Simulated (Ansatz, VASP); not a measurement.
# Two plane-wave programs on MgS

File INCAR:

```
SYSTEM = MgS
PREC     = Accurate       ! precision mode
ENCUT    = 600            ! plane-wave cutoff, eV
EDIFF    = 1E-6           ! SCF threshold, eV
ISMEAR   = 1              ! smearing method
SIGMA    = 0.05           ! smearing width, eV
LREAL    = .False.        ! projectors in reciprocal space
LASPH    = .True.         ! aspherical terms in the spheres
NELM     = 120            ! most SCF steps
ALGO     = Normal         ! electronic algorithm
ISIF     = 2              ! what is computed and relaxed
LWAVE    = .False.        ! write WAVECAR
LCHARG   = .False.        ! write CHGCAR
GGA      = PS             ! functional
NBANDS   = 11             ! bands
GGA_COMPAT= .False.
```

KPOINTS

```
regular mesh
0
Gamma
  6 6 6
  0 0 0
```

Contents of POSCAR:

```
MgS
1.0
    3.2628174072      0.0000000000      0.0000000000
    0.0000000000      3.2628174072      0.0000000000
    0.0000000000      0.0000000000      3.2628174072
Mg S
1 1
Direct
    0.0000000000      0.0000000000      0.0000000000
    0.5000000000      0.5000000000      0.5000000000
```

Input for Ansatz:

```yaml
crystal:
  lattice:
    - [3.2628174072, 0.0, 0.0]
    - [0.0, 3.2628174072, 0.0]
    - [0.0, 0.0, 3.2628174072]
  atoms:
    - { symbol: Mg, position: [0.0, 0.0, 0.0] }
    - { symbol: S, position: [0.5, 0.5, 0.5] }
kpoints:
  mp_grid: { grid: [6, 6, 6] }
hamiltonian:
  xc: pbesol
scf:
  occupations: { method: methfessel_paxton, width: 0.05 }
  n_extra_bands: 4
output:
  forces: true
  stress: true
  eigenvalues: true
```

Alike in both runs: task single point; functional PBEsol; k mesh 6 × 6 × 6; occupations methfessel-paxton of order 1, width 0.05 eV; no spin polarisation.

|  | VASP | Ansatz |
| --- | --- | --- |
| version | VASP 6.6.1 | Ansatz 0.2.0 |
| potentials or method | VASP PAW PBE potentials, release 64 (Mg, S) | plane waves |
| plane-wave cutoff (eV) | 600 | 420 |
| valence electrons in the cell | 8 | 16 |

|  | VASP | Ansatz | Ansatz less VASP |
| --- | --- | --- | --- |
| pressure (GPa) | -1.8 | -1.6 | +0.21 |

VASP's potentials were made for PBE, not for PBEsol. VASP's potentials hold 8 valence electrons a cell and Ansatz's 16, so a difference there can come from the potentials and not from the codes.
